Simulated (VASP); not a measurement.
# ZnS (Pmn2_1) in VASP: further runs

Runs on ZnS. Level: PBE. Tasks: single point.

Program: VASP 6.6.1. These are calculated values, not measurements. Logs are shortened: lines on timing, memory, paths and dates and some standing lists are left out, and cuts for length are marked.

**1. The cell of the first run**

It takes space group Pmn2_1 (No. 31, orthorhombic). The conventional cell has a = 3.849 Å, b = 11.797 Å, c = 5.443 Å, α = 90.00°, β = 90.00°, γ = 90.00°. Zn (site symmetry m) has 4 S at 2.36 to 2.57 Å within 3.1 Å. Within 3.1 Å of Zn (site symmetry m) lie 4 S at 2.36 Å. Zn (site symmetry m) has 4 S at 2.36 Å within 3.1 Å. S (site symmetry m) has 4 Zn at 2.36 Å within 3.1 Å. S (site symmetry m) has 4 Zn at 2.36 Å within 3.1 Å. Within 3.1 Å of S (site symmetry m) lie 4 Zn at 2.36 to 2.57 Å.

**2. Single point, PBE**

File INCAR:

```
ALGO     = Normal         # electronic algorithm
EDIFF    = 1E-6           # SCF threshold, eV
ENCUT    = 520            # plane-wave cutoff, eV
GGA      = PE             # functional
ISIF     = 2              # what is computed and relaxed
ISMEAR   = 0              # smearing method
LASPH    = T              # aspherical terms in the spheres
LCHARG   = F              # write CHGCAR
LREAL    = F              # projectors in reciprocal space
LWAVE    = F              # write WAVECAR
NBANDS   = 66             # bands
NELM     = 100            # most SCF steps
PREC     = Accurate       # precision mode
SIGMA    = 0.05           # smearing width, eV
```

File KPOINTS:

```
k-points
0
Gamma
  5 7 3
```

File POSCAR:

```
ZnS
1.0
    5.4431279699      0.0000000000      0.0000000000
    0.0000000000      2.7215639849     -2.7215639849
    0.0000000000      8.3414686501      8.3414686501
Zn S
6 6
Direct
    0.5000000000      0.5000000000      0.0815509770
    0.0000000000      0.0000000000      0.2446855579
    0.5000000000      0.5000000000      0.4078201388
    0.0000000000      0.0000000000      0.5709547198
    0.5000000000      0.5000000000      0.7340893007
    0.0000000000      0.0000000000      0.8972238816
    0.7500000000      0.0000000000      0.4078201388
    0.2500000000      0.5000000000      0.5709547198
    0.7500000000      0.0000000000      0.7340893007
    0.2500000000      0.5000000000      0.8972238816
    0.7500000000      0.0000000000      0.0815509770
    0.2500000000      0.5000000000      0.2446855579
```

Potentials or basis: VASP PAW PBE potentials, release 64 (Zn, S).

Launch:

```bash
cat potpaw_PBE.64/Zn/POTCAR potpaw_PBE.64/S/POTCAR > POTCAR
mpirun -np 1 vasp_std > vasp.out
```

OUTCAR:

```text
EDIFF = 1E-6
   ENCUT = 520
   GGA = PE
   ISIF = 2
   ISMEAR = 0
   LASPH = T
   LREAL = F
   NELM = 100
   PREC = Accurate

 ion  position               nearest neighbor table
   1  0.500  0.500  0.082-  12 2.36  11 2.36  11 2.36  10 2.57
   2  0.000  0.000  0.245-   7 2.36  11 2.36  12 2.36  12 2.36
   3  0.500  0.500  0.408-  12 2.36   7 2.36   7 2.36   8 2.36
   4  0.000  0.000  0.571-   9 2.36   8 2.36   8 2.36   7 2.36
   5  0.500  0.500  0.734-   8 2.36  10 2.36   9 2.36   9 2.36
   6  0.000  0.000  0.897-   9 2.36  10 2.36  10 2.36  11 2.57
   7  0.750  0.000  0.408-   2 2.36   3 2.36   3 2.36   4 2.36
   8  0.250  0.500  0.571-   5 2.36   4 2.36   4 2.36   3 2.36
   9  0.750  0.000  0.734-   4 2.36   6 2.36   5 2.36   5 2.36
  10  0.250  0.500  0.897-   5 2.36   6 2.36   6 2.36   1 2.57
  11  0.750  0.000  0.082-   2 2.36   1 2.36   1 2.36   6 2.57
  12  0.250  0.500  0.245-   1 2.36   3 2.36   2 2.36   2 2.36

  LATTYP: Found a simple orthorhombic cell.
 ALAT       =     3.8488726983
 B/A-ratio  =     1.4142135624
 C/A-ratio  =     3.0649540839

  Lattice vectors:

 A1 = (   0.0000000000,  -2.7215639849,   2.7215639849)
 A2 = (   5.4431279699,   0.0000000000,   0.0000000000)
 A3 = (   0.0000000000,   8.3414686501,   8.3414686501)

Analysis of symmetry for initial positions (statically):
=====================================================================
 Subroutine PRICEL returns:
 Original cell was already a primitive cell.

 Routine SETGRP: Setting up the symmetry group for a
 simple orthorhombic supercell.

 Subroutine GETGRP returns: Found  4 space group operations
 (whereof  2 operations were pure point group operations)
 out of a pool of  8 trial point group operations.

The static configuration has the point symmetry C_1h.
 The point group associated with its full space group is C_2v.

Analysis of symmetry for dynamics (positions and initial velocities):
=====================================================================
 Subroutine PRICEL returns:
 Original cell was already a primitive cell.

 Routine SETGRP: Setting up the symmetry group for a
 simple orthorhombic supercell.

 Subroutine GETGRP returns: Found  4 space group operations
 (whereof  2 operations were pure point group operations)
 out of a pool of  8 trial point group operations.

The dynamic configuration has the point symmetry C_1h.
 The point group associated with its full space group is C_2v.

 Subroutine INISYM returns: Found  4 space group operations
 (whereof  2 operations are pure point group operations),
 and found     1 'primitive' translations

----------------------------------------------------------------------------------------

                                     Primitive cell

  volume of cell :     247.1380

  direct lattice vectors                    reciprocal lattice vectors
     5.443127970  0.000000000  0.000000000     0.183717893  0.000000000  0.000000000
     0.000000000  2.721563985 -2.721563985     0.000000000  0.183717893 -0.183717893
     0.000000000  8.341468650  8.341468650     0.000000000  0.059941483  0.059941483

  length of vectors
     5.443127970  3.848872698 11.796618095     0.183717893  0.259816335  0.084770058

  position of ions in fractional coordinates (direct lattice)
     0.500000000  0.500000000  0.081550977
     0.000000000  0.000000000  0.244685558
     0.500000000  0.500000000  0.407820139
     0.000000000  0.000000000  0.570954720
     0.500000000  0.500000000  0.734089301
     0.000000000  0.000000000  0.897223882
     0.750000000  0.000000000  0.407820139
     0.250000000  0.500000000  0.570954720
     0.750000000  0.000000000  0.734089301
     0.250000000  0.500000000  0.897223882
     0.750000000  0.000000000  0.081550977
     0.250000000  0.500000000  0.244685558

  ion indices of the primitive-cell ions
   primitive index   ion index
                 1           1
                 2           2
                 3           3
                 4           4
                 5           5
                 6           6
                 7           7
                 8           8
                 9           9
                10          10
                11          11
                12          12

----------------------------------------------------------------------------------------

 KPOINTS: k-points

Automatic generation of k-mesh.
 Grid dimensions read from file:
 generate k-points for:    5    7    3

 Generating k-lattice:

  Cartesian coordinates                     Fractional coordinates (reciprocal lattice)
     0.036743579  0.000000000  0.000000000     0.200000000  0.000000000  0.000000000
     0.000000000  0.026245413 -0.026245413     0.000000000  0.142857143  0.000000000
     0.000000000  0.019980494  0.019980494     0.000000000  0.000000000  0.333333333

  Length of vectors
     0.036743579  0.037116619  0.028256686

  Shift w.r.t. Gamma in fractional coordinates (k-lattice)
     0.000000000  0.000000000  0.000000000

 Subroutine IBZKPT returns following result:
 ===========================================

 Found     24 irreducible k-points:

 Following reciprocal coordinates:
            Coordinates               Weight
  0.000000  0.000000  0.000000      1.000000
  0.200000  0.000000  0.000000      2.000000
  0.400000  0.000000  0.000000      2.000000
  0.000000  0.142857  0.000000      2.000000
  0.200000  0.142857  0.000000      4.000000
  0.400000  0.142857  0.000000      4.000000
[... 16 lines left out ...]
  0.200000  0.428571  0.333333      8.000000
  0.400000  0.428571  0.333333      8.000000
   k-points           NKPTS =     24   k-points in BZ     NKDIM =     24   number of bands    NBANDS=     66
   number of dos      NEDOS =    301   number of ions     NIONS =     12
   total plane-waves  NPLWV = 108000
   dimension x,y,z NGX =    40 NGY =   30 NGZ =   90
   dimension x,y,z NGXF=    80 NGYF=   60 NGZF=  180
   ions per type =               6   6
   NGX,Y,Z   is equivalent  to a cutoff of  12.22, 12.96, 12.68 a.u.
   NGXF,Y,Z  is equivalent  to a cutoff of  24.43, 25.92, 25.37 a.u.
 SYSTEM =  unknown system
   PREC   = accura    normal or accurate (medium, high low for compatibility)
   ISTART =      0    job   : 0-new  1-cont  2-samecut
   ICHARG =      2    charge: 1-file 2-atom 10-const
   ISPIN  =      1    spin polarized calculation?
   LNONCOLLINEAR =      F non collinear calculations
   LSORBIT =      F    spin-orbit coupling
   LASPH  =      T    aspherical Exc in radial PAW
   ENCUT  =  520.0 eV  38.22 Ry    6.18 a.u.  10.12  7.16 21.93*2*pi/ulx,y,z
   NELM   =    100;   NELMIN=  2; NELMDL= -5     # of ELM steps
   EDIFF  = 0.1E-05   stopping-criterion for ELM
   LREAL  =      F    real-space projection
   EDIFFG = 0.1E-04   stopping-criterion for IOM
   NSW    =      0    number of steps for IOM
   IBRION =     -1    ionic relax: 0-MD 1-quasi-New 2-CG
   NFREE  =      0    steps in history (QN), initial steepest desc. (CG)
   ISIF   =      2    stress and relaxation
   ISYM   =      2    0-nonsym 1-usesym 2-fastsym
   POTIM  = 0.5000    time-step for ionic-motion
   TEBEG  =    0.0;   TEEND  =   0.0 temperature during run
   PSTRESS=    0.0 pullay stress
   NELECT =     108.0000    total number of electrons
   NUPDOWN=      -1.0000    fix difference up-down
   EMIN   =  10.00;   EMAX   =-10.00  energy-range for DOS
   EFERMI =   0.00;   METHOD = LEGACY
   ISMEAR =     0;   SIGMA  =   0.05  broadening in eV -4-tet -1-fermi 0-gaus
   EFERMI_NEDOS =   21; number of points for ismear=-14 and -15
   IALGO  =     38    algorithm
   IMIX   =      4    mixing-type and parameters
     AMIX     =   0.40;   BMIX     =  1.00
     AMIX_MAG =   1.60;   BMIX_MAG =  1.00
  volume/ion in A,a.u.               =      20.59       138.98
  Fermi-wavevector in a.u.,A,eV,Ry     =   1.242328  2.347659 20.998938  1.543378
  Thomas-Fermi vector in A             =   2.376687
   LORBIT       =      0    0 simple, 1 ext, 2 COOP (PROOUT), +10 PAW based schemes
   GGA     = PE    functional components
   LHFCALC =     F    Hartree Fock is set to
   AEXX    =    0.0000 exact exchange contribution
   IVDW    =     0    specifies the selected vdW correction
   LEPSILON=     F    determine dielectric tensor
   LRPA    =     F    only Hartree local field effects (RPA)
 non-spin polarized calculation
 Gauss-broadening in eV      SIGMA  =   0.05
  energy-cutoff  :      520.00
  volume of cell :      247.14
 maximum number of plane-waves:      6672
   NGX = 21   NGY = 15   NGZ = 43

 number of electron     107.9999952 magnetization

 Free energy of the ion-electron system (eV)
  ---------------------------------------------------
  ext. energy  EPLUGINS =         0.00000000
  ---------------------------------------------------
  free energy    TOTEN  =       -40.94024520 eV

  energy without entropy =      -40.94024520  energy(sigma->0) =      -40.94024520

 E-fermi :   1.9611     XC(G=0):  -9.4261

 val. band max:        1.7388307466   @ k =   0.0000   0.0000   0.0000
 cond. band min:       3.6383332225   @ k =   0.0000   0.0000   0.0000
 fundamental gap:      1.8995024758
 Fermi energy:         1.9611013644

 k-point     1 :       0.0000    0.0000    0.0000
  band No.  band energies     occupation
      1     -11.1863      2.00000
      2     -10.7865      2.00000
      3     -10.6110      2.00000
      4     -10.1250      2.00000
      5     -10.0998      2.00000
      6      -9.9464      2.00000
[... 58 lines left out ...]
     65       8.1130      0.00000
     66       8.1547      0.00000

 k-point     2 :       0.2000    0.0000    0.0000
  band No.  band energies     occupation
      1     -11.0925      2.00000
      2     -10.7249      2.00000
      3     -10.5585      2.00000
      4     -10.2149      2.00000
      5     -10.1597      2.00000
      6     -10.0335      2.00000
[... 1576 lines left out ...]
     65       8.1062      0.00000
     66       8.2586      0.00000

------------------------ aborting loop because EDIFF is reached ----------------------------------------

  FORCE on cell =-STRESS in cart. coord.  units (eV):
  Direction    XX          YY          ZZ          XY          YZ          ZX
  --------------------------------------------------------------------------------------
  -------------------------------------------------------------------------------------
  Total       -0.9220394     -1.6284231     -1.6284231      0.0000000     -1.4740101      0.0000000
  in kB       -5.9775117    -10.5569444    -10.5569444      0.0000000     -9.5558964      0.0000000
  external PRESSURE =      -9.0304669 kB  Pullay stress =       0.0000000 kB

 VOLUME and BASIS-vectors are now :
 -----------------------------------------------------------------------------
  energy-cutoff  :      520.00
  volume of cell :      247.14
      direct lattice vectors                 reciprocal lattice vectors
     5.443127970  0.000000000  0.000000000     0.183717893  0.000000000  0.000000000
     0.000000000  2.721563985 -2.721563985     0.000000000  0.183717893 -0.183717893
     0.000000000  8.341468650  8.341468650     0.000000000  0.059941483  0.059941483

 POSITION                                       TOTAL-FORCE (eV/Angst)
 -----------------------------------------------------------------------------------
      2.72156      2.04104     -0.68053        -0.078372     -0.256518     -0.256518
      0.00000      2.04104      2.04104        -0.024218     -0.037591     -0.037591
      2.72156      4.76260      2.04104         0.018889      0.004191      0.004191
      0.00000      4.76260      4.76260         0.018889     -0.004191     -0.004191
      2.72156      7.48416      4.76260        -0.024218      0.037591      0.037591
      0.00000      7.48416      7.48416        -0.078372      0.256518      0.256518
      4.08235      3.40182      3.40182        -0.004520      0.017223      0.017223
      1.36078      6.12338      3.40182        -0.004520     -0.017223     -0.017223
      4.08235      6.12338      6.12338        -0.057700      0.087470      0.087470
      1.36078      8.84495      6.12338         0.145921      0.498163      0.498163
      4.08235      0.68025      0.68025         0.145921     -0.498163     -0.498163
      1.36078      3.40182      0.68025        -0.057700     -0.087470     -0.087470
 -----------------------------------------------------------------------------------
    total drift:                               -0.000547      0.000041      0.000041

  FREE ENERGIE OF THE ION-ELECTRON SYSTEM (eV)
  ---------------------------------------------------
  free  energy   TOTEN  =       -40.9402451988 eV

  energy  without entropy=      -40.9402451988  energy(sigma->0) =      -40.94024520
```

Run time: 8.3 min. Hardware: 1 thread of Intel Xeon 6975P-C, shared host; peak memory 0.48 GiB.

Results:

* Free energy: -40.9402 eV
* Pressure: -0.9 GPa
* Largest force: 0.719 eV/Å
* Band gap on the k mesh: 1.90 eV

Forces on the atoms (eV/Å):
```
Zn  -0.078 -0.257 -0.257
Zn  -0.024 -0.038 -0.038
Zn   0.019  0.004  0.004
Zn   0.019 -0.004 -0.004
Zn  -0.024  0.038  0.038
Zn  -0.078  0.257  0.257
S   -0.005  0.017  0.017
S   -0.005 -0.017 -0.017
S   -0.058  0.087  0.087
S    0.146  0.498  0.498
S    0.146 -0.498 -0.498
S   -0.058 -0.087 -0.087
```

Stress tensor (GPa, compression positive):
```
-0.60  0.00  0.00
 0.00 -1.06 -0.96
 0.00 -0.96 -1.06
```

**3. Single point, PBE**

This run uses another cell than the first one, of 21.03 Å³/atom, 1.021 times its volume.

File INCAR:

```
PREC     = Accurate       # precision mode
ENCUT    = 520            # plane-wave cutoff, eV
EDIFF    = 1E-6           # SCF threshold, eV
ISMEAR   = 0              # smearing method
SIGMA    = 0.05           # smearing width, eV
LREAL    = False          # projectors in reciprocal space
LASPH    = True           # aspherical terms in the spheres
NELM     = 60             # most SCF steps
ALGO     = Normal         # electronic algorithm
ISIF     = 2              # what is computed and relaxed
LWAVE    = False          # write WAVECAR
LCHARG   = False          # write CHGCAR
GGA      = PE             # functional
NBANDS   = 66             # bands
```

File KPOINTS:

```
Automatic mesh
0
Gamma
  5 7 3
```

File POSCAR:

```
ZnS
1.0
    5.4431279699      0.0000000000      0.0000000000
    0.0000000000      2.7215639849     -2.7215639849
    0.0000000000      8.5182453454      8.5182453454
Zn S
6 6
Direct
    0.5000000000      0.5000000000      0.0798585730
    0.0000000000      0.0000000000      0.2396076689
    0.5000000000      0.5000000000      0.3993567648
    0.0000000000      0.0000000000      0.5591058607
    0.5000000000      0.5000000000      0.7188549566
    0.0000000000      0.0000000000      0.8786040525
    0.7500000000      0.0000000000      0.3993567648
    0.2500000000      0.5000000000      0.5591058607
    0.7500000000      0.0000000000      0.7188549566
    0.2500000000      0.5000000000      0.8786040525
    0.7500000000      0.0000000000      0.0798585730
    0.2500000000      0.5000000000      0.2396076689
```

Potentials or basis: VASP PAW PBE potentials, release 64 (Zn, S).

Launch:

```bash
cat potpaw_PBE.64/Zn/POTCAR potpaw_PBE.64/S/POTCAR > POTCAR
mpirun -np 1 vasp_std > vasp.out
```

It took 13 min on 1 thread of AMD EPYC 7R13, shared host; peak memory 0.46 GiB.

It converged, with:

| Item | Value |
| --- | --- |
| Free energy | -40.5843 eV |
| Pressure | -1.4 GPa |
| Largest force | 0.977 eV/Å |
| Band gap on the k mesh | 1.78 eV, direct |

Forces in eV/Å, atoms in the order of the input:
```
Zn   0.111 -0.223 -0.223
Zn  -0.057 -0.058 -0.058
Zn   0.036  0.010  0.010
Zn   0.036 -0.010 -0.010
Zn  -0.057  0.058  0.058
Zn   0.111  0.223  0.223
S   -0.009  0.035  0.035
S   -0.009 -0.035 -0.035
S   -0.119  0.144  0.144
S    0.038  0.691  0.691
S    0.038 -0.691 -0.691
S   -0.119 -0.144 -0.144
```

Stress tensor (GPa, compression positive):
```
-0.90  0.00  0.00
 0.00 -1.65 -1.24
 0.00 -1.24 -1.65
```

Levels at points of the mesh, in eV from the valence-band top:
| k point | band 50 | band 51 | band 52 | band 53 | band 54 | band 55 | band 56 | band 57 | band 58 | band 59 |
| --- | --- | --- | --- | --- | --- | --- | --- | --- | --- | --- |
| (0.00, 0.00, 0.00) | -0.40 | -0.28 | -0.09 | -0.02 | 0.00 | 1.78 | 3.20 | 3.86 | 4.04 | 4.16 |

**4. Single point, PBE**

This run uses another cell than the first one, of 21.90 Å³/atom, 1.064 times its volume.

File INCAR:

```
ALGO = Normal ; EDIFF = 1E-6
ENCUT = 520 ; GGA = PE
ISIF = 2 ; ISMEAR = 0
LASPH = True ; LCHARG = False
LREAL = False ; LWAVE = False
NBANDS = 66 ; NELM = 60
PREC = Accurate ; SIGMA = 0.05
```

File KPOINTS:

```
k-points
0
Gamma
  5 7 3
```

File POSCAR:

```
ZnS
1.0
    5.4431279699      0.0000000000      0.0000000000
    0.0000000000      2.7215639849     -2.7215639849
    0.0000000000      8.8717987360      8.8717987360
Zn S
6 6
Direct
    0.5000000000      0.5000000000      0.0766760990
    0.0000000000      0.0000000000      0.2300589735
    0.5000000000      0.5000000000      0.3834418481
    0.0000000000      0.0000000000      0.5368247226
    0.5000000000      0.5000000000      0.6902075971
    0.0000000000      0.0000000000      0.8435904717
    0.7500000000      0.0000000000      0.3834418481
    0.2500000000      0.5000000000      0.5368247226
    0.7500000000      0.0000000000      0.6902075971
    0.2500000000      0.5000000000      0.8435904717
    0.7500000000      0.0000000000      0.0766760990
    0.2500000000      0.5000000000      0.2300589735
```

Launch:

```bash
cat potpaw_PBE.64/Zn/POTCAR potpaw_PBE.64/S/POTCAR > POTCAR
mpirun -np 1 vasp_std > vasp.out
```

Wall time 7.2 min (1 thread of Intel Xeon Platinum 8375C at 2.90GHz (Ice Lake), shared host); peak memory 0.5 GiB.

The run converged. Its results:

- Free energy: -39.8915 eV
- Pressure: -1.5 GPa
- Largest force: 1.063 eV/Å
- Band gap on the k mesh: 1.59 eV, direct

Forces on the atoms (eV/Å):
```
Zn   0.604  0.134  0.134
Zn  -0.126 -0.068 -0.068
Zn   0.062  0.024  0.024
Zn   0.062 -0.024 -0.024
Zn  -0.126  0.068  0.068
Zn   0.604 -0.134 -0.134
S   -0.017  0.069  0.069
S   -0.017 -0.069 -0.069
S   -0.225  0.208  0.208
S   -0.298  0.721  0.721
S   -0.298 -0.721 -0.721
S   -0.225 -0.208 -0.208
```

Stress tensor (GPa, compression positive):
```
-1.07  0.00  0.00
 0.00 -1.74 -0.87
 0.00 -0.87 -1.74
```

Levels at points of the mesh, in eV from the valence-band top:
```tsv
k point	band 51	band 52	band 53	band 54	band 55	band 56	band 57	band 58
(0.00, 0.00, 0.00)	-0.20	-0.10	-0.05	0.00	1.59	2.81	3.83	3.85
```

Caveat: forces of over 1 eV/Å act on the atoms, so gaps and moduli don't describe the material at rest. A k mesh can miss the band edges.

**5. Overview**

| cell | gap on the mesh (eV) | pressure (GPa) | largest force (eV/Å) |
| --- | --- | --- | --- |
| a = 5.443, b = 3.849, c = 11.797 Å, 12 atoms | 1.90 | -0.9 | 0.72 |
| a = 5.443, b = 3.849, c = 12.047 Å, 12 atoms | 1.78 | -1.4 | 0.98 |
| a = 5.443, b = 3.849, c = 12.547 Å, 12 atoms | 1.59 | -1.5 | 1.06 |

Alike in all rows: task single point; level PBE; potentials or basis VASP PAW PBE potentials, release 64 (Zn, S); no spin polarisation; k mesh 5 × 7 × 3; cutoff (eV) 520; smearing gaussian 0.05 eV.

Caveats: forces of over 1 eV/Å act on the atoms, so gaps and moduli don't describe the material at rest (some runs).

Total energies depend on the potentials used, so only differences within one code and one set of settings carry meaning.
